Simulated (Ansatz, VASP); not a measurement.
# Si: VASP beside Ansatz

The input INCAR:

```
PREC = Accurate
ENCUT = 500
EDIFF = 1E-6
ISMEAR = -1
SIGMA = 0.2
LREAL = F
LASPH = T
NELM = 120
ALGO = Normal
ISIF = 2
LWAVE = F
LCHARG = T
GGA = PE
LELF = T
LVHAR = T
NBANDS = 11
GGA_COMPAT = F
```

Contents of KPOINTS:

```
regular mesh
0
Gamma
  10 10 10
```

POSCAR

```
Si
1.0
    0.0000000000      2.7354874751      2.7354874751
    2.7354874751      0.0000000000      2.7354874751
    2.7354874751      2.7354874751      0.0000000000
Si
2
Direct
    0.5000000000      0.5000000000      0.5000000000
    0.7500000000      0.7500000000      0.7500000000
```

Input for Ansatz:

```yaml
crystal:
  lattice:
    - [0.0, 2.7354874751, 2.7354874751]
    - [2.7354874751, 0.0, 2.7354874751]
    - [2.7354874751, 2.7354874751, 0.0]
  atoms:
    - { symbol: Si, position: [0.5, 0.5, 0.5] }
    - { symbol: Si, position: [0.75, 0.75, 0.75] }
hamiltonian:
  xc: pbe
  pseudopotentials:
    kind: paw
    azcp:
      Si: "pseudopotentials/Si.paw.azcp"
basis:
  ecutwfc: 420
  fft_grid_basis: typed
kpoints:
  mp_grid: { grid: [10, 10, 10], shift: [0, 0, 0] }
magnetization:
  spin_polarized: false
scf:
  occupations: { method: fermi_dirac, width: 0.2 }
  lower_state_search: "off"
output:
  stress: true
```

Alike in both runs: task single point; functional PBE; k mesh 10 × 10 × 10; occupations fermi-dirac, width 0.2 eV; no spin polarisation.

|  | VASP | Ansatz |
| --- | --- | --- |
| version | VASP 6.6.1 | Ansatz 0.2.0 |
| potentials or method | VASP PAW PBE potentials, release 64 (Si), cutoff 500 eV | plane waves (420 eV) with PAW, scalar-relativistic |
| valence electrons in the cell | 8 | 8 |

|  | VASP | Ansatz | Ansatz less VASP |
| --- | --- | --- | --- |
| pressure (GPa) | -0.2 | -0.1 | +0.08 |

With one functional, cell and mesh, what is left measures potentials, basis and numerics.
